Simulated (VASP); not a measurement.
A run of VASP 6.6.1 is set up as follows.

INCAR

```
PREC     = Accurate       # precision mode
ENCUT    = 520            # plane-wave cutoff, eV
EDIFF    = 1E-6           # SCF threshold, eV
ISMEAR   = -1             # smearing method
SIGMA    = 0.04           # smearing width, eV
LREAL    = F              # projectors in reciprocal space
LASPH    = T              # aspherical terms in the spheres
NELM     = 60             # most SCF steps
ALGO     = Normal         # electronic algorithm
ISIF     = 2              # what is computed and relaxed
LWAVE    = F              # write WAVECAR
LCHARG   = F              # write CHGCAR
GGA      = PE             # functional
NBANDS   = 21             # bands
```

The input KPOINTS:

```
Automatic mesh
0
Gamma
  4 4 4
```

Contents of POSCAR:

```
Sn
1.0
    0.0000000000      3.2333428000      3.2333428000
    3.2333428000      0.0000000000      3.2333428000
    3.2333428000      3.2333428000      0.0000000000
Sn
2
Direct
    0.7500000000      0.7500000000      0.7500000000
    0.5000000000      0.5000000000      0.5000000000
```

Potentials or basis: VASP PAW PBE potentials, release 64 (Sn_d).

The run is started by

```bash
$ cat potpaw_PBE.64/Sn_d/POTCAR > POTCAR
$ mpirun -np 1 vasp_std > vasp.out
```

Estimate the pressure.

4.4 GPa.

Estimate the band gap on the k mesh.

zero (band 14 reaches 5.87 eV, above the bottom of band 15 at 5.80 eV).

Caveat: the k points lie up to 0.42 Å⁻¹ apart; spin-orbit coupling is left out, which moves the levels of the heavy elements.
